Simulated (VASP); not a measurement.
# BAs (I-4m2) in VASP: single point with PBE

Aim: the single point of BAs with PBE.

Everything below comes from runs of VASP 6.6.1. Logs are shortened: lines on timing, memory, paths and dates and some standing lists are left out, and cuts for length are marked.

### Step 1. The cell of the first run

Symmetry: I-4m2, No. 119, tetragonal system. The conventional cell has a = 3.484 Å, b = 3.484 Å, c = 4.717 Å, α = 90.00°, β = 90.00°, γ = 90.00°. B (site symmetry -4m2) has 4 As at 2.10 Å within 2.8 Å. Within 2.8 Å of As (site symmetry -4m2) lie 4 B at 2.10 Å.

### Step 2. Single point, PBE (epitaxial xy strain +3.0%)

Input file INCAR:

```
ALGO     = Normal         # electronic algorithm
EDIFF    = 1E-6           # SCF threshold, eV
ENCUT    = 560            # plane-wave cutoff, eV
GGA      = PE             # functional
GGA_COMPAT= False        
ISIF     = 2              # what is computed and relaxed
ISMEAR   = -1             # smearing method
LASPH    = True           # aspherical terms in the spheres
LCHARG   = False          # write CHGCAR
LREAL    = False          # projectors in reciprocal space
LWAVE    = False          # write WAVECAR
NBANDS   = 16             # bands
NELM     = 120            # most SCF steps
PREC     = Accurate       # precision mode
SIGMA    = 0.02           # smearing width, eV
```

Input file KPOINTS:

```
k-points
0
Gamma
  10 10 10
```

Input file POSCAR:

```
BAs
1.0
    0.0000000000      2.4636236322      2.3586458026
    2.4636236322      0.0000000000      2.3586458026
    2.4636236322      2.4636236322      0.0000000000
B As
1 1
Direct
    0.0000000000      0.0000000000      0.0000000000
    0.2500000000      0.2500000000      0.2500000000
```

Potentials or basis: VASP PAW PBE potentials, release 64 (B, As_d).

Started as:

```
$ cat potpaw_PBE.64/B/POTCAR potpaw_PBE.64/As_d/POTCAR > POTCAR
$ mpirun -np 1 vasp_std > vasp.out
```

OUTCAR:

```text
EDIFF = 1E-6
   ENCUT = 560
   GGA = PE
   ISIF = 2
   ISMEAR = -1
   LASPH = True
   LREAL = False
   NELM = 120
   PREC = Accurate

 ion  position               nearest neighbor table
   1  0.000  0.000  0.000-   2 2.10   2 2.10   2 2.10   2 2.10
   2  0.250  0.250  0.250-   1 2.10   1 2.10   1 2.10   1 2.10

  LATTYP: Found a body centered tetragonal cell.
 ALAT       =     3.4840899532
 C/A-ratio  =     1.3539522999

  Lattice vectors:

 A1 = (   0.0000000000,  -2.4636236322,  -2.3586458026)
 A2 = (   0.0000000000,   2.4636236322,  -2.3586458026)
 A3 = (   2.4636236322,   0.0000000000,   2.3586458026)

Analysis of symmetry for initial positions (statically):
=====================================================================
 Subroutine PRICEL returns:
 Original cell was already a primitive cell.

 Routine SETGRP: Setting up the symmetry group for a
 body centered tetragonal supercell.

 Subroutine GETGRP returns: Found  8 space group operations
 (whereof  8 operations were pure point group operations)
 out of a pool of 16 trial point group operations.

The static configuration has the point symmetry D_2d.

Analysis of symmetry for dynamics (positions and initial velocities):
=====================================================================
 Subroutine PRICEL returns:
 Original cell was already a primitive cell.

 Routine SETGRP: Setting up the symmetry group for a
 body centered tetragonal supercell.

 Subroutine GETGRP returns: Found  8 space group operations
 (whereof  8 operations were pure point group operations)
 out of a pool of 16 trial point group operations.

The dynamic configuration has the point symmetry D_2d.

 Subroutine INISYM returns: Found  8 space group operations
 (whereof  8 operations are pure point group operations),
 and found     1 'primitive' translations

----------------------------------------------------------------------------------------

                                     Primitive cell

  volume of cell :      28.6313

  direct lattice vectors                    reciprocal lattice vectors
     0.000000000  2.463623632  2.358645803    -0.202953078  0.202953078  0.211986047
     2.463623632  0.000000000  2.358645803     0.202953078 -0.202953078  0.211986047
     2.463623632  2.463623632  0.000000000     0.202953078  0.202953078 -0.211986047

  length of vectors
     3.410667299  3.410667299  3.484089953     0.356816463  0.356816463  0.356816463

  position of ions in fractional coordinates (direct lattice)
     0.000000000  0.000000000  0.000000000
     0.250000000  0.250000000  0.250000000

  ion indices of the primitive-cell ions
   primitive index   ion index
                 1           1
                 2           2

----------------------------------------------------------------------------------------

 KPOINTS: k-points

Automatic generation of k-mesh.
 Grid dimensions read from file:
 generate k-points for:   10   10   10

 Generating k-lattice:

  Cartesian coordinates                     Fractional coordinates (reciprocal lattice)
    -0.020295308  0.020295308  0.021198605     0.100000000  0.000000000  0.000000000
     0.020295308 -0.020295308  0.021198605     0.000000000  0.100000000  0.000000000
     0.020295308  0.020295308 -0.021198605     0.000000000  0.000000000  0.100000000

  Length of vectors
     0.035681646  0.035681646  0.035681646

  Shift w.r.t. Gamma in fractional coordinates (k-lattice)
     0.000000000  0.000000000  0.000000000

 Subroutine IBZKPT returns following result:
 ===========================================

 Found    102 irreducible k-points:

 Following reciprocal coordinates:
            Coordinates               Weight
  0.000000  0.000000  0.000000      1.000000
  0.100000  0.000000  0.000000      8.000000
  0.200000  0.000000  0.000000      8.000000
  0.300000  0.000000  0.000000      8.000000
  0.400000  0.000000  0.000000      8.000000
  0.500000  0.000000  0.000000      4.000000
[... 16 lines left out ...]
  0.300000  0.300000  0.000000      2.000000
  0.400000  0.300000  0.000000      8.000000
 [... further k-points ...]
   k-points           NKPTS =    102   k-points in BZ     NKDIM =    102   number of bands    NBANDS=     16
   number of dos      NEDOS =    301   number of ions     NIONS =      2
   total plane-waves  NPLWV =  21952
   dimension x,y,z NGX =    28 NGY =   28 NGZ =   28
   dimension x,y,z NGXF=    56 NGYF=   56 NGZF=   56
   ions per type =               1   1
   NGX,Y,Z   is equivalent  to a cutoff of  13.65, 13.65, 13.36 a.u.
   NGXF,Y,Z  is equivalent  to a cutoff of  27.30, 27.30, 26.72 a.u.
 SYSTEM =  unknown system
   PREC   = accura    normal or accurate (medium, high low for compatibility)
   ISTART =      0    job   : 0-new  1-cont  2-samecut
   ICHARG =      2    charge: 1-file 2-atom 10-const
   ISPIN  =      1    spin polarized calculation?
   LNONCOLLINEAR =      F non collinear calculations
   LSORBIT =      F    spin-orbit coupling
   LASPH  =      T    aspherical Exc in radial PAW
   ENCUT  =  560.0 eV  41.16 Ry    6.42 a.u.   6.58  6.58  6.72*2*pi/ulx,y,z
   NELM   =    120;   NELMIN=  2; NELMDL= -5     # of ELM steps
   EDIFF  = 0.1E-05   stopping-criterion for ELM
   LREAL  =      F    real-space projection
   EDIFFG = 0.1E-04   stopping-criterion for IOM
   NSW    =      0    number of steps for IOM
   IBRION =     -1    ionic relax: 0-MD 1-quasi-New 2-CG
   NFREE  =      0    steps in history (QN), initial steepest desc. (CG)
   ISIF   =      2    stress and relaxation
   ISYM   =      2    0-nonsym 1-usesym 2-fastsym
   POTIM  = 0.5000    time-step for ionic-motion
   TEBEG  =    0.0;   TEEND  =   0.0 temperature during run
   PSTRESS=    0.0 pullay stress
   NELECT =      18.0000    total number of electrons
   NUPDOWN=      -1.0000    fix difference up-down
   EMIN   =  10.00;   EMAX   =-10.00  energy-range for DOS
   EFERMI =   0.00;   METHOD = LEGACY
   ISMEAR =    -1;   SIGMA  =   0.02  broadening in eV -4-tet -1-fermi 0-gaus
   EFERMI_NEDOS =   21; number of points for ismear=-14 and -15
   IALGO  =     38    algorithm
   IMIX   =      4    mixing-type and parameters
     AMIX     =   0.40;   BMIX     =  1.00
     AMIX_MAG =   1.60;   BMIX_MAG =  1.00
  volume/ion in A,a.u.               =      14.32        96.61
  Fermi-wavevector in a.u.,A,eV,Ry     =   1.402443  2.650233 26.760565  1.966846
  Thomas-Fermi vector in A             =   2.525204
   LORBIT       =      0    0 simple, 1 ext, 2 COOP (PROOUT), +10 PAW based schemes
   GGA     = PE    functional components
   LHFCALC =     F    Hartree Fock is set to
   AEXX    =    0.0000 exact exchange contribution
   IVDW    =     0    specifies the selected vdW correction
   LEPSILON=     F    determine dielectric tensor
   LRPA    =     F    only Hartree local field effects (RPA)
 non-spin polarized calculation
  energy-cutoff  :      560.00
  volume of cell :       28.63
 maximum number of plane-waves:       881
 NGX is ok and might be reduce to    28
   NGX = 13   NGY = 13   NGZ = 13

 number of electron      17.9999991 magnetization

 Free energy of the ion-electron system (eV)
  ---------------------------------------------------
  ext. energy  EPLUGINS =         0.00000000
  ---------------------------------------------------
  free energy    TOTEN  =       -11.41386441 eV

  energy without entropy =      -11.41386441  energy(sigma->0) =      -11.41386441

 E-fermi :   4.8933     XC(G=0): -10.8968

 val. band max:        4.5928090667   @ k =   0.0000   0.0000   0.0000
 cond. band min:       5.2068129067   @ k =   0.4000   0.4000   0.0000
 fundamental gap:      0.6140038400
 Fermi energy:         4.8933203607

 k-point     1 :       0.0000    0.0000    0.0000
  band No.  band energies     occupation
      1     -31.3943      2.00000
      2     -31.3943      2.00000
      3     -31.3881      2.00000
      4     -31.3754      2.00000
      5     -31.3702      2.00000
      6     -10.6253      2.00000
[... 8 lines left out ...]
     15      16.7112      0.00000
     16      17.7720      0.00000

 k-point     2 :       0.1000    0.0000    0.0000
  band No.  band energies     occupation
      1     -31.3938      2.00000
      2     -31.3936      2.00000
      3     -31.3878      2.00000
      4     -31.3754      2.00000
      5     -31.3701      2.00000
      6     -10.4684      2.00000
[... 8 lines left out ...]
     15      15.7880      0.00000
     16      16.4824      0.00000

 k-point     3 :       0.2000    0.0000    0.0000
  band No.  band energies     occupation
      1     -31.3927      2.00000
      2     -31.3920      2.00000
      3     -31.3868      2.00000
      4     -31.3753      2.00000
      5     -31.3696      2.00000
      6     -10.0065      2.00000
[... 8 lines left out ...]
     15      15.2538      0.00000
     16      15.8827      0.00000

 k-point     4 :       0.3000    0.0000    0.0000
  band No.  band energies     occupation
      1     -31.3915      2.00000
      2     -31.3903      2.00000
      3     -31.3859      2.00000
      4     -31.3749      2.00000
      5     -31.3688      2.00000
      6      -9.2778      2.00000
[... 8 lines left out ...]
     15      15.8765      0.00000
     16      16.1663      0.00000
[... 324 lines left out ...]
 k-point    22 :      -0.2000    0.2000    0.0000
  band No.  band energies     occupation
      1     -31.3913      2.00000
      2     -31.3893      2.00000
      3     -31.3850      2.00000
      4     -31.3742      2.00000
      5     -31.3699      2.00000
      6      -9.0646      2.00000
[... 8 lines left out ...]
     15      16.4908      0.00000
     16      17.8864      0.00000

 k-point    23 :       0.3000    0.3000    0.0000
  band No.  band energies     occupation
      1     -31.3914      2.00000
      2     -31.3852      2.00000
      3     -31.3852      2.00000
      4     -31.3790      2.00000
      5     -31.3663      2.00000
      6      -8.7023      2.00000
[... 8 lines left out ...]
     15      18.9959      0.00000
     16      19.1293      0.00000

 k-point    24 :       0.4000    0.3000    0.0000
  band No.  band energies     occupation
      1     -31.3915      2.00000
      2     -31.3837      2.00000
      3     -31.3836      2.00000
      4     -31.3794      2.00000
      5     -31.3656      2.00000
      6      -7.9909      2.00000
[... 8 lines left out ...]
     15      19.7746      0.00000
     16      19.9275      0.00000

 [... further k-points ...]

------------------------ aborting loop because EDIFF is reached ----------------------------------------

  FORCE on cell =-STRESS in cart. coord.  units (eV):
  Direction    XX          YY          ZZ          XY          YZ          ZX
  --------------------------------------------------------------------------------------
  -------------------------------------------------------------------------------------
  Total       -1.1658365     -1.1658365      0.2790623      0.0000000      0.0000000     -0.0000000
  in kB      -65.2389229    -65.2389229     15.6160194      0.0000000      0.0000000     -0.0000000
  external PRESSURE =     -38.2872754 kB  Pullay stress =       0.0000000 kB

 VOLUME and BASIS-vectors are now :
 -----------------------------------------------------------------------------
  energy-cutoff  :      560.00
  volume of cell :       28.63
      direct lattice vectors                 reciprocal lattice vectors
     0.000000000  2.463623632  2.358645803    -0.202953078  0.202953078  0.211986047
     2.463623632  0.000000000  2.358645803     0.202953078 -0.202953078  0.211986047
     2.463623632  2.463623632  0.000000000     0.202953078  0.202953078 -0.211986047

 POSITION                                       TOTAL-FORCE (eV/Angst)
 -----------------------------------------------------------------------------------
      0.00000      0.00000      0.00000        -0.000000     -0.000000      0.000000
      1.23181      1.23181      1.17932         0.000000      0.000000     -0.000000
 -----------------------------------------------------------------------------------
    total drift:                                0.000001      0.000001     -0.000000

  FREE ENERGIE OF THE ION-ELECTRON SYSTEM (eV)
  ---------------------------------------------------
  free  energy   TOTEN  =       -11.4138644090 eV

  energy  without entropy=      -11.4138644086  energy(sigma->0) =      -11.41386441
```

Wall time 20 s (1 thread of Intel Xeon 6975P-C (Granite Rapids), shared host); peak memory 0.19 GiB.

Results:

```yaml
Free_energy: -11.4139 eV
Pressure: -3.8 GPa
Band_gap_on_the_k_mesh: 0.61 eV (least direct gap 2.79 eV)
```

Stress tensor (GPa, compression positive):
```
-6.52  0.00  0.00
 0.00 -6.52  0.00
 0.00  0.00  1.56
```

Caveat: the cell differs from its parent crystal (epitaxial xy strain +3.0%); the stress differs along the axes, from -7 to 2 GPa; semilocal functionals underestimate gaps, and a narrow one can read as zero.
